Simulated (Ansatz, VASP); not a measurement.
Two plane-wave programs on Ge

```
Ge
1.0
     2.87452   -2.89593    0.14654
     2.87452    2.89593    0.14654
    -2.35278    0.00000    4.63971
Ge
4
Direct
  0.76336 0.72249 0.92744
  0.41774 0.09680 0.57255
  0.90320 0.58226 0.42745
  0.27751 0.23664 0.07256
```

Alike in both runs: functional PBE; k mesh 4 × 4 × 4; occupations gaussian, width 0.1 eV; no spin polarisation.

Ansatz relaxed the structure, and its values are those at the end. VASP's run is a single point on that final structure, the one shown.

|  | VASP | Ansatz |
| --- | --- | --- |
| version | VASP 6.6.1 | Ansatz 0.2.0 |
| potentials or method | VASP PAW PBE potentials, release 64 (Ge_d), cutoff 520 eV | scalar-relativistic, plane waves, PAW |
| valence electrons in the cell | 56 | 56 |

Ansatz gave:

- gap on the k mesh at the Fermi level (eV): none
- pressure (GPa): 0.1
- rms of the force components (eV/Å): 0.003

Q: What did VASP give for the same quantities?

A: gap on the k mesh at the Fermi level (eV): none; pressure (GPa): 0.0; rms of the force components (eV/Å): 0.004.

A gap of «none» marks a metal or a gap that the smearing closes.

The k mesh is coarse, so the values compare programs but aren't converged.
